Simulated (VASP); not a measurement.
# SnO2 (P1) in VASP: single point with PBE

Aim: the single point of SnO2 with PBE.

All numbers are computed with VASP 6.6.1; they aren't measurements. Logs are shortened: lines on timing, memory, paths and dates and some standing lists are left out, and cuts for length are marked.

**1. The cell of the first run**

The typed cell holds 3 atoms: a = 3.446 Å, b = 3.446 Å, c = 3.446 Å, α = 60.00°, β = 60.00°, γ = 60.00°.

**2. Single point, PBE**

INCAR

```
ALGO     = Normal         # electronic algorithm
EDIFF    = 1E-6           # SCF threshold, eV
ENCUT    = 600            # plane-wave cutoff, eV
GGA      = PE             # functional
GGA_COMPAT= F            
ISIF     = 2              # what is computed and relaxed
ISMEAR   = 0              # smearing method
LASPH    = T              # aspherical terms in the spheres
LCHARG   = T              # write CHGCAR
LELF     = T              # ELF
LREAL    = F              # projectors in reciprocal space
LVHAR    = T            
LWAVE    = F              # write WAVECAR
NBANDS   = 20             # bands
NELM     = 120            # most SCF steps
PREC     = Accurate       # precision mode
SIGMA    = 0.01           # smearing width, eV
```

KPOINTS

```
k-points
0
Gamma
  2 2 2
```

POSCAR

```
SnO2
1.0
    0.0000000000      2.4366250000      2.4366250000
    2.4366250000      0.0000000000      2.4366250000
    2.4366250000      2.4366250000      0.0000000000
Sn O
1 2
Direct
    0.0000000000      0.0000000000      0.0000000000
    0.2650000000      0.2500000000      0.2400000000
    0.7553977700      0.7015335900      0.7805116200
```

Potentials or basis: VASP PAW PBE potentials, release 64 (Sn_d, O).

The run is started by

```console
$ cat potpaw_PBE.64/Sn_d/POTCAR potpaw_PBE.64/O/POTCAR > POTCAR
$ mpirun -np 1 vasp_std > vasp.out
```

OUTCAR:

```text
EDIFF = 1E-6
   ENCUT = 600
   GGA = PE
   ISIF = 2
   ISMEAR = 0
   LASPH = T
   LREAL = F
   NELM = 120
   PREC = Accurate

 ion  position               nearest neighbor table
   1  0.000  0.000  0.000-   3 1.97   2 2.07   2 2.11   2 2.12   3 2.13   2 2.14   3 2.15   3 2.20

   2  0.265  0.250  0.240-   1 2.07   1 2.11   1 2.12   1 2.14
   3  0.755  0.702  0.781-   1 1.97   1 2.13   1 2.15   1 2.20

  LATTYP: Found a face centered cubic cell.
 ALAT       =     4.8732500000

  Lattice vectors:

 A1 = (   0.0000000000,   2.4366250000,   2.4366250000)
 A2 = (   2.4366250000,   0.0000000000,   2.4366250000)
 A3 = (   2.4366250000,   2.4366250000,   0.0000000000)

Analysis of symmetry for initial positions (statically):
=====================================================================
 Subroutine PRICEL returns:
 Original cell was already a primitive cell.

 Routine SETGRP: Setting up the symmetry group for a
 face centered cubic supercell.

 Subroutine GETGRP returns: Found  1 space group operations
 (whereof  1 operations were pure point group operations)
 out of a pool of 48 trial point group operations.

The static configuration has the point symmetry C_1 .

Analysis of symmetry for dynamics (positions and initial velocities):
=====================================================================
 Subroutine PRICEL returns:
 Original cell was already a primitive cell.

 Routine SETGRP: Setting up the symmetry group for a
 face centered cubic supercell.

 Subroutine GETGRP returns: Found  1 space group operations
 (whereof  1 operations were pure point group operations)
 out of a pool of 48 trial point group operations.

The dynamic configuration has the point symmetry C_1 .

 Subroutine INISYM returns: Found  1 space group operations
 (whereof  1 operations are pure point group operations),
 and found     1 'primitive' translations

----------------------------------------------------------------------------------------

                                     Primitive cell

  volume of cell :      28.9332

  direct lattice vectors                    reciprocal lattice vectors
     0.000000000  2.436625000  2.436625000    -0.205201867  0.205201867  0.205201867
     2.436625000  0.000000000  2.436625000     0.205201867 -0.205201867  0.205201867
     2.436625000  2.436625000  0.000000000     0.205201867  0.205201867 -0.205201867

  length of vectors
     3.445908121  3.445908121  3.445908121     0.355420060  0.355420060  0.355420060

  position of ions in fractional coordinates (direct lattice)
     0.000000000  0.000000000  0.000000000
     0.265000000  0.250000000  0.240000000
     0.755397770  0.701533590  0.780511620

  ion indices of the primitive-cell ions
   primitive index   ion index
                 1           1
                 2           2
                 3           3

----------------------------------------------------------------------------------------

 KPOINTS: k-points

Automatic generation of k-mesh.
 Grid dimensions read from file:
 generate k-points for:    2    2    2

 Generating k-lattice:

  Cartesian coordinates                     Fractional coordinates (reciprocal lattice)
    -0.102600934  0.102600934  0.102600934     0.500000000  0.000000000  0.000000000
     0.102600934 -0.102600934  0.102600934     0.000000000  0.500000000  0.000000000
     0.102600934  0.102600934 -0.102600934     0.000000000  0.000000000  0.500000000

  Length of vectors
     0.177710030  0.177710030  0.177710030

  Shift w.r.t. Gamma in fractional coordinates (k-lattice)
     0.000000000  0.000000000  0.000000000

 Subroutine IBZKPT returns following result:
 ===========================================

 Found      8 irreducible k-points:

 Following reciprocal coordinates:
            Coordinates               Weight
  0.000000  0.000000  0.000000      1.000000
  0.500000  0.000000  0.000000      1.000000
  0.000000  0.500000  0.000000      1.000000
  0.000000  0.000000  0.500000      1.000000
  0.500000  0.500000  0.500000      1.000000
  0.500000  0.500000  0.000000      1.000000
  0.000000  0.500000  0.500000      1.000000
  0.500000  0.000000  0.500000      1.000000
   k-points           NKPTS =      8   k-points in BZ     NKDIM =      8   number of bands    NBANDS=     20
   number of dos      NEDOS =    301   number of ions     NIONS =      3
   total plane-waves  NPLWV =  21952
   dimension x,y,z NGX =    28 NGY =   28 NGZ =   28
   dimension x,y,z NGXF=    56 NGYF=   56 NGZF=   56
   ions per type =               1   2
   NGX,Y,Z   is equivalent  to a cutoff of  13.51, 13.51, 13.51 a.u.
   NGXF,Y,Z  is equivalent  to a cutoff of  27.02, 27.02, 27.02 a.u.
 SYSTEM =  unknown system
   PREC   = accura    normal or accurate (medium, high low for compatibility)
   ISTART =      0    job   : 0-new  1-cont  2-samecut
   ICHARG =      2    charge: 1-file 2-atom 10-const
   ISPIN  =      1    spin polarized calculation?
   LNONCOLLINEAR =      F non collinear calculations
   LSORBIT =      F    spin-orbit coupling
   LASPH  =      T    aspherical Exc in radial PAW
   ENCUT  =  600.0 eV  44.10 Ry    6.64 a.u.   6.88  6.88  6.88*2*pi/ulx,y,z
   NELM   =    120;   NELMIN=  2; NELMDL= -5     # of ELM steps
   EDIFF  = 0.1E-05   stopping-criterion for ELM
   LREAL  =      F    real-space projection
   EDIFFG = 0.1E-04   stopping-criterion for IOM
   NSW    =      0    number of steps for IOM
   IBRION =     -1    ionic relax: 0-MD 1-quasi-New 2-CG
   NFREE  =      0    steps in history (QN), initial steepest desc. (CG)
   ISIF   =      2    stress and relaxation
   ISYM   =      2    0-nonsym 1-usesym 2-fastsym
   POTIM  = 0.5000    time-step for ionic-motion
   TEBEG  =    0.0;   TEEND  =   0.0 temperature during run
   PSTRESS=    0.0 pullay stress
   NELECT =      26.0000    total number of electrons
   NUPDOWN=      -1.0000    fix difference up-down
   EMIN   =  10.00;   EMAX   =-10.00  energy-range for DOS
   EFERMI =   0.00;   METHOD = LEGACY
   ISMEAR =     0;   SIGMA  =   0.01  broadening in eV -4-tet -1-fermi 0-gaus
   EFERMI_NEDOS =   21; number of points for ismear=-14 and -15
   IALGO  =     38    algorithm
   IMIX   =      4    mixing-type and parameters
     AMIX     =   0.40;   BMIX     =  1.00
     AMIX_MAG =   1.60;   BMIX_MAG =  1.00
  volume/ion in A,a.u.               =       9.64        65.08
  Fermi-wavevector in a.u.,A,eV,Ry     =   1.579794  2.985379 33.956747  2.495751
  Thomas-Fermi vector in A             =   2.680120
   LORBIT       =      0    0 simple, 1 ext, 2 COOP (PROOUT), +10 PAW based schemes
   GGA     = PE    functional components
   LHFCALC =     F    Hartree Fock is set to
   AEXX    =    0.0000 exact exchange contribution
   IVDW    =     0    specifies the selected vdW correction
   LEPSILON=     F    determine dielectric tensor
   LRPA    =     F    only Hartree local field effects (RPA)
 non-spin polarized calculation
 Gauss-broadening in eV      SIGMA  =   0.01
  energy-cutoff  :      600.00
  volume of cell :       28.93
 maximum number of plane-waves:       982
 NGX is ok and might be reduce to    28
   NGX = 13   NGY = 13   NGZ = 13

 number of electron      25.9999996 magnetization

 Free energy of the ion-electron system (eV)
  ---------------------------------------------------
  ext. energy  EPLUGINS =         0.00000000
  ---------------------------------------------------
  free energy    TOTEN  =       -16.77008407 eV

  energy without entropy =      -16.77008407  energy(sigma->0) =      -16.77008407

 E-fermi :   9.8504     XC(G=0): -12.5604

 val. band max:        9.7927352586   @ k =   0.5000   0.5000   0.0000
 cond. band min:      11.3800867865   @ k =   0.0000   0.0000   0.0000
 fundamental gap:      1.5873515278
 Fermi energy:         9.8504008909

 k-point     1 :       0.0000    0.0000    0.0000
  band No.  band energies     occupation
      1     -11.2989      2.00000
      2     -10.7989      2.00000
      3     -10.7758      2.00000
      4     -10.5765      2.00000
      5     -10.5123      2.00000
      6     -10.5070      2.00000
[... 12 lines left out ...]
     19      25.7687      0.00000
     20      25.7958      0.00000

 k-point     2 :       0.5000    0.0000    0.0000
  band No.  band energies     occupation
      1     -11.6491      2.00000
      2     -10.7485      2.00000
      3     -10.6931      2.00000
      4     -10.4731      2.00000
      5     -10.4481      2.00000
      6      -8.4564      2.00000
[... 12 lines left out ...]
     19      26.9604      0.00000
     20      27.1223      0.00000

 k-point     3 :       0.0000    0.5000    0.0000
  band No.  band energies     occupation
      1     -11.6009      2.00000
      2     -10.7108      2.00000
      3     -10.7027      2.00000
      4     -10.4471      2.00000
      5     -10.4298      2.00000
      6      -8.7825      2.00000
[... 12 lines left out ...]
     19      26.5743      0.00000
     20      27.8504      0.00000

 k-point     4 :       0.0000    0.0000    0.5000
  band No.  band energies     occupation
      1     -11.7460      2.00000
      2     -10.7426      2.00000
      3     -10.6923      2.00000
      4     -10.4875      2.00000
      5     -10.4659      2.00000
      6      -8.0611      2.00000
[... 12 lines left out ...]
     19      26.4475      0.00000
     20      26.7155      0.00000

 k-point     5 :       0.5000    0.5000    0.5000
  band No.  band energies     occupation
      1     -11.6990      2.00000
      2     -10.7475      2.00000
      3     -10.6955      2.00000
      4     -10.4840      2.00000
      5     -10.4570      2.00000
      6      -8.2354      2.00000
[... 12 lines left out ...]
     19      26.7017      0.00000
     20      26.9449      0.00000

 k-point     6 :       0.5000    0.5000    0.0000
  band No.  band energies     occupation
      1     -11.7462      2.00000
      2     -10.6578      2.00000
      3     -10.5446      2.00000
      4     -10.5063      2.00000
      5     -10.4331      2.00000
      6      -8.7720      2.00000
[... 12 lines left out ...]
     19      27.4260      0.00000
     20      29.1953      0.00000

 k-point     7 :       0.0000    0.5000    0.5000
  band No.  band energies     occupation
      1     -11.7142      2.00000
      2     -10.6552      2.00000
      3     -10.5445      2.00000
      4     -10.5140      2.00000
      5     -10.4258      2.00000
      6      -8.8500      2.00000
[... 12 lines left out ...]
     19      27.6954      0.00000
     20      28.9304      0.00000

 k-point     8 :       0.5000    0.0000    0.5000
  band No.  band energies     occupation
      1     -11.7263      2.00000
      2     -10.6611      2.00000
      3     -10.5365      2.00000
      4     -10.5125      2.00000
      5     -10.4283      2.00000
      6      -8.8342      2.00000
[... 12 lines left out ...]
     19      27.6204      0.00000
     20      28.9956      0.00000

------------------------ aborting loop because EDIFF is reached ----------------------------------------

  FORCE on cell =-STRESS in cart. coord.  units (eV):
  Direction    XX          YY          ZZ          XY          YZ          ZX
  --------------------------------------------------------------------------------------
  -------------------------------------------------------------------------------------
  Total        8.0046128      8.2047759      8.8859505     -1.4062832     -0.3258672      0.7699029
  in kB      443.2562082    454.3402594    492.0603726    -77.8730678    -18.0449266     42.6334457
  external PRESSURE =     463.2189467 kB  Pullay stress =       0.0000000 kB

 VOLUME and BASIS-vectors are now :
 -----------------------------------------------------------------------------
  energy-cutoff  :      600.00
  volume of cell :       28.93
      direct lattice vectors                 reciprocal lattice vectors
     0.000000000  2.436625000  2.436625000    -0.205201867  0.205201867  0.205201867
     2.436625000  0.000000000  2.436625000     0.205201867 -0.205201867  0.205201867
     2.436625000  2.436625000  0.000000000     0.205201867  0.205201867 -0.205201867

 POSITION                                       TOTAL-FORCE (eV/Angst)
 -----------------------------------------------------------------------------------
      0.00000      0.00000      0.00000        -1.041718      1.123081     -0.763694
      1.19395      1.23050      1.25486         0.100851      0.262222     -1.165618
      3.61119      3.74244      3.55000         0.940867     -1.385303      1.929312
 -----------------------------------------------------------------------------------
    total drift:                               -0.000077     -0.000046     -0.000183

  FREE ENERGIE OF THE ION-ELECTRON SYSTEM (eV)
  ---------------------------------------------------
  free  energy   TOTEN  =       -16.7700840715 eV

  energy  without entropy=      -16.7700840715  energy(sigma->0) =      -16.77008407
```

Run time: 15 s. Hardware: 1 thread of Intel Xeon 8259CL, shared host; peak memory 0.16 GiB.

What came out:

```
Free energy            : -16.7701 eV
Pressure               : 46.3 GPa
Largest force          : 2.555 eV/Å
Band gap on the k mesh : 1.59 eV (least direct gap 2.86 eV)
```

Forces in eV/Å, atoms in the order of the input:
```
Sn  -1.042  1.123 -0.764
O    0.101  0.262 -1.166
O    0.941 -1.385  1.929
```

Caveat: the k points lie up to 1.12 Å⁻¹ apart; spin-orbit coupling is left out, which moves the levels of the heavy elements; forces of over 1 eV/Å act on the atoms, so gaps and moduli don't describe the material at rest.
